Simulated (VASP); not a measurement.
# CdSe (P6_3/mmc) in VASP: a series of runs

Aim: see how the results for CdSe move with the level of theory and the settings. Levels: r2SCAN, PBE. Tasks: single point.

Program: VASP 6.6.1. These are calculated values, not measurements. Logs are shortened: lines on timing, memory, paths and dates and some standing lists are left out, and cuts for length are marked.

**1. The cell of the first run**

The structure is hexagonal, space group P6_3/mmc (No. 194). Conventional cell: a = 4.098 Å, b = 4.098 Å, c = 6.789 Å, α = 90.00°, β = 90.00°, γ = 120.00°. Cd (site symmetry -3m) has 6 Se at 2.91 Å and 2 Cd at 3.39 Å within 3.8 Å. Se (site symmetry -6m2) has 6 Cd at 2.91 Å within 3.8 Å.

**2. Single point, r2SCAN (24.69 Å³/atom)**

Contents of POSCAR:

```
CdSe
1.0
    4.0981812350      0.0000000000      0.0000000000
   -2.0490906175      3.5491290589      0.0000000000
    0.0000000000      0.0000000000      6.7893263030
Cd Se
2 2
Direct
    0.0000000000      0.0000000000      0.0000000000
    0.0000000000      0.0000000000      0.5000000000
    0.3333333333      0.6666666667      0.2500000000
    0.6666666667      0.3333333333      0.7500000000
```

Contents of INCAR.step1:

```
PREC = Accurate
ENCUT = 520
ISMEAR = -1
SIGMA = 0.02
LREAL = False
LASPH = True
NELM = 100
NBANDS = 26
GGA = PE
ALGO = Normal
EDIFF = 1E-4
LWAVE = True
LCHARG = False
```

Contents of INCAR.step2:

```
PREC = Accurate
ENCUT = 520
EDIFF = 1E-6
ISMEAR = -1
SIGMA = 0.02
LREAL = False
LASPH = True
NELM = 100
ALGO = Normal
ISIF = 2
LWAVE = False
LCHARG = True
METAGGA = R2SCAN
LMIXTAU = True
LELF = True
LVHAR = True
NBANDS = 26
ISTART = 1
```

Contents of KPOINTS:

```
Automatic mesh
0
Gamma
  6 6 4
```

Potentials or basis: VASP PAW PBE potentials, release 64 (Cd, Se).

Started as:

```console
cat potpaw_PBE.64/Cd/POTCAR potpaw_PBE.64/Se/POTCAR > POTCAR
cp INCAR.step1 INCAR
mpirun -np 1 vasp_std > vasp.out
cp INCAR.step2 INCAR
mpirun -np 1 vasp_std > vasp.out
```

OUTCAR:

```text
PREC = Accurate
   ENCUT = 520
   EDIFF = 1E-6
   ISMEAR = -1
   LREAL = False
   LASPH = True
   NELM = 100
   ISIF = 2
   METAGGA = R2SCAN
   ISTART = 1

 ion  position               nearest neighbor table
   1  0.000  0.000  0.000-   3 2.91   4 2.91   4 2.91   3 2.91   4 2.91   3 2.91   2 3.39   2 3.39

   2  0.000  0.000  0.500-   3 2.91   4 2.91   4 2.91   3 2.91   4 2.91   3 2.91   1 3.39   1 3.39

   3  0.333  0.667  0.250-   1 2.91   2 2.91   1 2.91   2 2.91   1 2.91   2 2.91
   4  0.667  0.333  0.750-   1 2.91   2 2.91   1 2.91   2 2.91   1 2.91   2 2.91

  LATTYP: Found a hexagonal cell.
 ALAT       =     4.0981812350
 C/A-ratio  =     1.6566681446

  Lattice vectors:

 A1 = (   4.0981812350,   0.0000000000,   0.0000000000)
 A2 = (  -2.0490906175,   3.5491290589,   0.0000000000)
 A3 = (   0.0000000000,   0.0000000000,   6.7893263030)

Analysis of symmetry for initial positions (statically):
=====================================================================
 Subroutine PRICEL returns:
 Original cell was already a primitive cell.

 Routine SETGRP: Setting up the symmetry group for a
 hexagonal supercell.

 Subroutine GETGRP returns: Found 24 space group operations
 (whereof 12 operations were pure point group operations)
 out of a pool of 24 trial point group operations.

The static configuration has the point symmetry D_3d.
 The point group associated with its full space group is D_6h.

Analysis of symmetry for dynamics (positions and initial velocities):
=====================================================================
 Subroutine PRICEL returns:
 Original cell was already a primitive cell.

 Routine SETGRP: Setting up the symmetry group for a
 hexagonal supercell.

 Subroutine GETGRP returns: Found 24 space group operations
 (whereof 12 operations were pure point group operations)
 out of a pool of 24 trial point group operations.

The dynamic configuration has the point symmetry D_3d.
 The point group associated with its full space group is D_6h.

 Subroutine INISYM returns: Found 24 space group operations
 (whereof 12 operations are pure point group operations),
 and found     1 'primitive' translations

----------------------------------------------------------------------------------------

[... 87 lines left out ...]
   LNONCOLLINEAR =      F non collinear calculations
   LSORBIT =      F    spin-orbit coupling
   LASPH  =      T    aspherical Exc in radial PAW
   ENCUT  =  520.0 eV  38.22 Ry    6.18 a.u.   7.62  7.62 12.62*2*pi/ulx,y,z
   NELM   =    100;   NELMIN=  2; NELMDL=  0     # of ELM steps
   EDIFF  = 0.1E-05   stopping-criterion for ELM
   LREAL  =      F    real-space projection
   EDIFFG = 0.1E-04   stopping-criterion for IOM
   NSW    =      0    number of steps for IOM
   IBRION =     -1    ionic relax: 0-MD 1-quasi-New 2-CG
   NFREE  =      0    steps in history (QN), initial steepest desc. (CG)
   ISIF   =      2    stress and relaxation
   ISYM   =      2    0-nonsym 1-usesym 2-fastsym
   POTIM  = 0.5000    time-step for ionic-motion
   TEBEG  =    0.0;   TEEND  =   0.0 temperature during run
   PSTRESS=    0.0 pullay stress
   NELECT =      36.0000    total number of electrons
   NUPDOWN=      -1.0000    fix difference up-down
   EMIN   =  10.00;   EMAX   =-10.00  energy-range for DOS
   EFERMI =   0.00;   METHOD = LEGACY
   ISMEAR =    -1;   SIGMA  =   0.02  broadening in eV -4-tet -1-fermi 0-gaus
   EFERMI_NEDOS =   21; number of points for ismear=-14 and -15
   IALGO  =     38    algorithm
   IMIX   =      4    mixing-type and parameters
     AMIX     =   0.40;   BMIX     =  1.00
     AMIX_MAG =   1.60;   BMIX_MAG =  1.00
  volume/ion in A,a.u.               =      24.69       166.60
  Fermi-wavevector in a.u.,A,eV,Ry     =   1.169488  2.210012 18.608719  1.367702
  Thomas-Fermi vector in A             =   2.305960
   LORBIT       =      0    0 simple, 1 ext, 2 COOP (PROOUT), +10 PAW based schemes
   METAGGA = R2SCAN    functional components
   LHFCALC =     F    Hartree Fock is set to
   AEXX    =    0.0000 exact exchange contribution
   IVDW    =     0    specifies the selected vdW correction
   LEPSILON=     F    determine dielectric tensor
   LRPA    =     F    only Hartree local field effects (RPA)
 non-spin polarized calculation
  energy-cutoff  :      520.00
  volume of cell :       98.75
 maximum number of plane-waves:      2695
   NGX = 15   NGY = 15   NGZ = 25

 number of electron      35.9999998 magnetization

 Free energy of the ion-electron system (eV)
  ---------------------------------------------------
  ext. energy  EPLUGINS =         0.00000000
  ---------------------------------------------------
  free energy    TOTEN  =       -71.21532347 eV

  energy without entropy =      -71.21531247  energy(sigma->0) =      -71.21531797

 E-fermi :   1.8364     XC(G=0): -10.2832

 val. band max:        1.6761369580   @ k =   0.1667  -0.0000   0.0000
 cond. band min:       1.9569162409   @ k =   0.0000   0.0000   0.0000
 fundamental gap:      0.2807792830
 Fermi energy:         1.8364254725

 k-point     1 :       0.0000    0.0000    0.0000
  band No.  band energies     occupation
      1     -11.4126      2.00000
      2     -10.5905      2.00000
      3      -6.7649      2.00000
      4      -6.7394      2.00000
      5      -6.7394      2.00000
      6      -6.4984      2.00000
[... 598 lines left out ...]
     25      10.6955      0.00000
     26      10.6955      0.00000

------------------------ aborting loop because EDIFF is reached ----------------------------------------

  FORCE on cell =-STRESS in cart. coord.  units (eV):
  Direction    XX          YY          ZZ          XY          YZ          ZX
  --------------------------------------------------------------------------------------
  -------------------------------------------------------------------------------------
  Total       -1.9423849     -1.9423849     -2.1208660     -0.0000000      0.0000000      0.0000000
  in kB      -31.5141973    -31.5141973    -34.4099602     -0.0000000      0.0000000      0.0000000
  external PRESSURE =     -32.4794516 kB  Pullay stress =       0.0000000 kB

 VOLUME and BASIS-vectors are now :
 -----------------------------------------------------------------------------
  energy-cutoff  :      520.00
  volume of cell :       98.75
      direct lattice vectors                 reciprocal lattice vectors
     4.098181235  0.000000000  0.000000000     0.244010682  0.140879633  0.000000000
    -2.049090618  3.549129059  0.000000000     0.000000000  0.281759266  0.000000000
     0.000000000  0.000000000  6.789326303     0.000000000  0.000000000  0.147290019

 POSITION                                       TOTAL-FORCE (eV/Angst)
 -----------------------------------------------------------------------------------
      0.00000      0.00000      0.00000         0.000000     -0.000000      0.000000
      0.00000      0.00000      3.39466         0.000000     -0.000000      0.000000
     -0.00000      2.36609      1.69733         0.000000     -0.000000     -0.000000
      2.04909      1.18304      5.09199        -0.000000      0.000000     -0.000000
 -----------------------------------------------------------------------------------
    total drift:                               -0.000000      0.000000     -0.000000

  FREE ENERGIE OF THE ION-ELECTRON SYSTEM (eV)
  ---------------------------------------------------
  free  energy   TOTEN  =       -71.2153234741 eV

  energy  without entropy=      -71.2153124741  energy(sigma->0) =      -71.21531797
```

OUTCAR.step1:

```text
PREC = Accurate
   ENCUT = 520
   ISMEAR = -1
   LREAL = False
   LASPH = True
   NELM = 100
[... 834 lines left out ...]
      0.00000      0.00000      3.39466         0.000000      0.000000     -0.000000
     -0.00000      2.36609      1.69733        -0.000000      0.000000     -0.000000
      2.04909      1.18304      5.09199         0.000000     -0.000000      0.000000
 -----------------------------------------------------------------------------------
    total drift:                               -0.000000      0.000000     -0.000000

  FREE ENERGIE OF THE ION-ELECTRON SYSTEM (eV)
  ---------------------------------------------------
  free  energy   TOTEN  =       -10.2868034058 eV

  energy  without entropy=      -10.2858650182  energy(sigma->0) =      -10.28633421
```

Run time: 4.5 min. Hardware: 1 thread of AMD EPYC 9R14 (Zen 4), shared host; peak memory 0.2 GiB.

What came out:

- Free energy: -71.2153 eV
- Pressure: -3.2 GPa
- Band gap on the k mesh: 0.28 eV (least direct gap 0.32 eV)

Levels at points of the mesh, in eV from the valence-band top:
| k point | band 15 | band 16 | band 17 | band 18 | band 19 | band 20 | band 21 | band 22 |
| --- | --- | --- | --- | --- | --- | --- | --- | --- |
| (0.00, 0.00, 0.00) | -0.59 | -0.59 | -0.04 | -0.04 | 0.28 | 3.43 | 6.67 | 6.67 |
| (0.50, 0.00, 0.00) | -2.80 | -1.90 | -1.56 | -0.07 | 2.29 | 3.51 | 3.83 | 5.82 |
| (0.00, 0.00, 0.50) | -0.29 | -0.29 | -0.29 | -0.29 | 2.82 | 2.82 | 6.78 | 6.78 |
| (0.50, 0.00, 0.50) | -1.28 | -1.28 | -1.11 | -1.11 | 1.98 | 1.98 | 5.84 | 5.84 |

Caveat: the cell stands under tension; semilocal functionals underestimate gaps, and a narrow one can read as zero; the PAW data sets were made with another functional, which shifts forces and pressure a little.

**3. Single point, PBE**

This run uses another cell than the first one, of 23.29 Å³/atom.

Contents of INCAR:

```
ALGO     = Normal         # electronic algorithm
EDIFF    = 1E-7           # SCF threshold, eV
ENCUT    = 520            # plane-wave cutoff, eV
GGA      = PE             # functional
ISIF     = 2              # what is computed and relaxed
ISMEAR   = -1             # smearing method
LASPH    = T              # aspherical terms in the spheres
LCHARG   = T              # write CHGCAR
LELF     = T              # ELF
LREAL    = F              # projectors in reciprocal space
LVHAR    = T            
LWAVE    = F              # write WAVECAR
NBANDS   = 26             # bands
NELM     = 60             # most SCF steps
PREC     = Accurate       # precision mode
SIGMA    = 0.02           # smearing width, eV
```

Contents of KPOINTS:

```
k-points
0
Gamma
  12 12 4
```

Contents of POSCAR:

```
CdSe
1.0
    4.0193504288      0.0000000000      0.0000000000
   -2.0096752144      3.4808595781      0.0000000000
    0.0000000000      0.0000000000      6.6587298176
Cd Se
2 2
Direct
    0.0000000000      0.0000000000      0.0000000000
    0.0000000000      0.0000000000      0.5000000000
    0.3333333333      0.6666666667      0.2500000000
    0.6666666667      0.3333333333      0.7500000000
```

Potentials or basis: VASP PAW PBE potentials, release 64 (Cd, Se).

Started as:

```console
cat potpaw_PBE.64/Cd/POTCAR potpaw_PBE.64/Se/POTCAR > POTCAR
mpirun -np 1 vasp_std > vasp.out
```

Run time: 2.2 min. Hardware: 1 thread of AMD EPYC 9R14 (Zen 4), shared host; peak memory 0.24 GiB.

It converged, with:

- Free energy: -10.2880 eV
- Pressure: 2.1 GPa
- Band gap on the k mesh: zero (bands 18 and 19 overlap by 0.03 eV)

Stress tensor (GPa, compression positive):
```
2.15 0.00 0.00
0.00 2.15 0.00
0.00 0.00 2.03
```

Levels at points of the mesh, in eV from the Fermi level:
```tsv
k point	band 14	band 15	band 16	band 17	band 18	band 19	band 20	band 21	band 22	band 23
(0.00, 0.00, 0.00)	-0.78	-0.73	-0.73	-0.14	-0.09	-0.09	2.80	6.07	6.07	6.69
(0.50, 0.00, 0.00)	-3.79	-3.12	-2.15	-1.82	-0.11	2.03	3.12	3.20	5.22	6.68
(0.00, 0.00, 0.50)	-3.69	-0.38	-0.38	-0.38	-0.38	2.44	2.44	6.31	6.31	6.39
(0.50, 0.00, 0.50)	-4.83	-1.45	-1.45	-1.28	-1.28	1.54	1.54	5.28	5.28	7.46
```

Caveat: semilocal functionals underestimate gaps, and a narrow one can read as zero.

**4. Single point, r2SCAN**

This run uses another cell than the first one, of 23.29 Å³/atom.

POSCAR is that of step 3.

Contents of INCAR.step1:

```
PREC = Accurate ; ENCUT = 520
ISMEAR = -1 ; SIGMA = 0.02
LREAL = False ; LASPH = True
NELM = 100 ; NBANDS = 26
GGA = PE ; ALGO = Normal
EDIFF = 1E-4 ; LWAVE = True
LCHARG = False
```

Contents of INCAR.step2:

```
PREC = Accurate ; ENCUT = 520
EDIFF = 1E-6 ; ISMEAR = -1
SIGMA = 0.02 ; LREAL = False
LASPH = True ; NELM = 100
ALGO = Normal ; ISIF = 2
LWAVE = False ; LCHARG = False
METAGGA = R2SCAN ; LMIXTAU = True
NBANDS = 26 ; ISTART = 1
```

Contents of KPOINTS:

```
Automatic mesh
0
Gamma
  12 12 4
```

Started as:

```console
cat potpaw_PBE.64/Cd/POTCAR potpaw_PBE.64/Se/POTCAR > POTCAR
cp INCAR.step1 INCAR
mpirun -np 1 vasp_std > vasp.out
cp INCAR.step2 INCAR
mpirun -np 1 vasp_std > vasp.out
```

Run time: 9.8 min. Hardware: 1 thread of AMD EPYC 9R14 (Zen 4), shared host; peak memory 0.26 GiB.

Results (log left out):

```
Free energy            : -71.2776 eV
Pressure               : 0.3 GPa
Band gap on the k mesh : 0.52 eV (least direct gap 0.56 eV)
```

Levels at points of the mesh, in eV from the valence-band top:
```tsv
k point	band 14	band 15	band 16	band 17	band 18	band 19	band 20	band 21	band 22	band 23
(0.00, 0.00, 0.00)	-0.73	-0.68	-0.68	-0.03	-0.03	0.52	3.44	6.69	6.69	7.40
(0.50, 0.00, 0.00)	-3.76	-3.09	-2.11	-1.66	-0.06	2.44	3.61	3.84	5.82	7.31
(0.00, 0.00, 0.50)	-3.58	-0.33	-0.33	-0.33	-0.33	3.05	3.05	6.92	6.92	7.02
(0.50, 0.00, 0.50)	-4.78	-1.38	-1.38	-1.23	-1.23	2.03	2.03	5.82	5.82	8.16
```

Caveat: semilocal functionals underestimate gaps, and a narrow one can read as zero; the PAW data sets were made with another functional, which shifts forces and pressure a little. A k mesh can miss the band edges.

**5. The runs side by side**

```tsv
level	cell	k mesh	gap on the mesh (eV)	pressure (GPa)
r2SCAN	a = 4.098, b = 4.098, c = 6.789 Å, angles 90.0, 90.0, 120.0°, 4 atoms	6 × 6 × 4	0.28	-3.2
PBE	a = 4.019, b = 4.019, c = 6.659 Å, angles 90.0, 90.0, 120.0°, 4 atoms	12 × 12 × 4	none	2.1
r2SCAN	a = 4.019, b = 4.019, c = 6.659 Å, angles 90.0, 90.0, 120.0°, 4 atoms	12 × 12 × 4	0.52	0.3
```

Alike in all rows: task single point; potentials or basis VASP PAW PBE potentials, release 64 (Cd, Se); no spin polarisation; cutoff (eV) 520; smearing fermi-dirac 0.02 eV.

Caveats: semilocal functionals underestimate gaps, and a narrow one can read as zero; the PAW data sets were made with another functional, which shifts forces and pressure a little (at least some runs); the cell stands under tension (at least some runs).

Absolute energies hang on the potentials; compare differences alone.

The gap in the log of VASP goes by the Fermi energy; the results here count the filled bands.